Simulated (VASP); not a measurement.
Runs of VASP 6.6.1 on Mo. The structure is that of space group P6_3/mmc (No. 194), or close to it. The cells are those of the table. 

```csv
task,cell,cutoff (eV),gap on the mesh (eV),pressure (GPa)
single point,"a = 2.710, b = 2.710, c = 4.854 Å, angles 90.0, 90.0, 120.0°, 2 atoms",520,none,(a)
relaxation of cell and atoms,"relaxed to 5 GPa from a = 2.800, b = 2.800, c = 4.572 Å, angles 90.0, 90.0, 120.0°, 2 atoms",600,none,5.1
relaxation of cell and atoms,"relaxed to 20 GPa from a = 2.800, b = 2.800, c = 4.572 Å, angles 90.0, 90.0, 120.0°, 2 atoms",600,none,20.0
single point,"a = 2.739, b = 2.739, c = 4.939 Å, angles 90.0, 90.0, 120.0°, 2 atoms",520,none,1.0
relaxation of cell and atoms,"relaxed to 10 GPa from a = 2.800, b = 2.800, c = 4.572 Å, angles 90.0, 90.0, 120.0°, 2 atoms",600,none,10.1
```

Alike in all rows: level r2SCAN; potentials or basis VASP PAW PBE potentials, release 64 (Mo_sv); no spin polarisation; k mesh 7 × 7 × 4; smearing fermi-dirac 0.1 eV.

**Question.** Estimate the missing entries.

**Answer.** (a) 11.2.

Caveats: all runs use coarse meshes; the PAW data sets were made with another functional, which shifts forces and pressure a little; the cell is relaxed towards a set pressure, so the enthalpy falls and the energy may rise (some runs).

A k mesh can miss the band edges, and the runs leave out spin-orbit coupling on Mo.

A gap of «none» marks levels without a gap at the run's occupations.
